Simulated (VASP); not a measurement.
CdB15N15 (a cell with a defect): single point with PBE

System: CdB15N15 (a cell with a defect).

```
B Cd N
1.0
    -3.62411    3.62411   -3.62411
     3.62411    3.62411    3.62411
     3.62411   -3.62411   -3.62411
B Cd N
15 1 15
Direct
  0.99958 0.99986 0.97029
  0.00308 0.25707 0.75559
  0.00308 0.50670 0.50596
  0.99958 0.72141 0.24876
  0.25679 0.00335 0.75559
  0.25678 0.50669 0.25226
  0.25225 0.75216 0.00106
  0.50641 0.00336 0.50596
  0.50641 0.25706 0.25226
  0.50663 0.50690 0.00603
  0.50662 0.75713 0.75580
  0.72111 0.99986 0.24876
  0.75188 0.25253 0.00105
  0.75684 0.50689 0.75579
  0.75188 0.75215 0.50142
  0.13711 0.13740 0.38629
  0.00240 0.25504 0.00466
  0.00780 0.50562 0.75451
  0.00240 0.75577 0.50394
  0.25477 0.00268 0.00466
  0.25674 0.25702 0.78749
  0.25674 0.53860 0.50592
  0.25476 0.75577 0.25158
  0.50534 0.00808 0.75451
  0.53831 0.25701 0.50591
  0.50534 0.50562 0.25698
  0.50398 0.75378 0.00268
  0.75549 0.00268 0.50394
  0.75549 0.25504 0.25158
  0.75350 0.50425 0.00267
  0.75350 0.75377 0.75315
```

```
Program                : VASP 6.6.1
Task                   : single point
Functional             : PBE
Potentials or basis    : VASP PAW PBE potentials, release 64 (B, Cd, N)
Cutoff                 : 520 eV
k mesh                 : 1 × 1 × 1
Occupations            : fermi-dirac, width 0.01 eV
Spin                   : collinear spin
Fixed moment           : 2 μB
Dipole correction      : no
Charge                 : 2
Further INCAR settings : LREAL = Auto; ALGO = Normal; EDIFF = 1e-06; NBANDS = 91; NELECT = 130.0
```

```json
{"Largest force": "0.480 eV/Å", "Net moment": "2.00 μB per cell", "Site moments": "B +0.03, -0.00, +0.01, -0.01 (each value once); Cd +0.08; N +0.04, +0.34, +0.02 (each value once) μB", "Valence electrons inside the program's atomic spheres": "B 2.02, 2.03 (each value once); Cd 10.66; N 3.95, 3.96, 3.90, 3.98 (each value once)"}
```

Forces on the atoms (eV/Å):
```
B   -0.335  0.077  0.335
B    0.121 -0.112  0.169
B    0.123 -0.170  0.113
B   -0.335 -0.335 -0.075
B   -0.170 -0.111 -0.122
B   -0.170  0.123  0.112
B   -0.153  0.077 -0.079
B   -0.113 -0.171 -0.123
B   -0.113  0.124  0.171
B   -0.096 -0.152  0.096
B   -0.095 -0.095  0.151
B    0.075 -0.334  0.335
B    0.078  0.078  0.152
B   -0.151 -0.095  0.095
B    0.078 -0.153 -0.078
Cd  -0.030 -0.030  0.031
N    0.110 -0.098 -0.195
N   -0.126  0.003 -0.003
N    0.109  0.194  0.097
N    0.195 -0.098 -0.109
N    0.111  0.357 -0.110
N    0.110  0.111 -0.356
N    0.195  0.110  0.098
N    0.004  0.002  0.126
N    0.357  0.111 -0.111
N    0.004 -0.127 -0.003
N    0.259  0.075 -0.076
N   -0.098  0.194 -0.109
N   -0.098  0.109 -0.195
N    0.076  0.076 -0.259
N    0.076  0.259 -0.077
```

Run time: 3.9 min on 1 thread of Intel Xeon 8259CL (shared host), peak memory 0.4 GiB.

Caveat: the k points lie up to 1.23 Å⁻¹ apart; the cell carries a net charge on a neutralising background, which shifts energy and pressure; the total moment is fixed, so each spin has its own Fermi level.
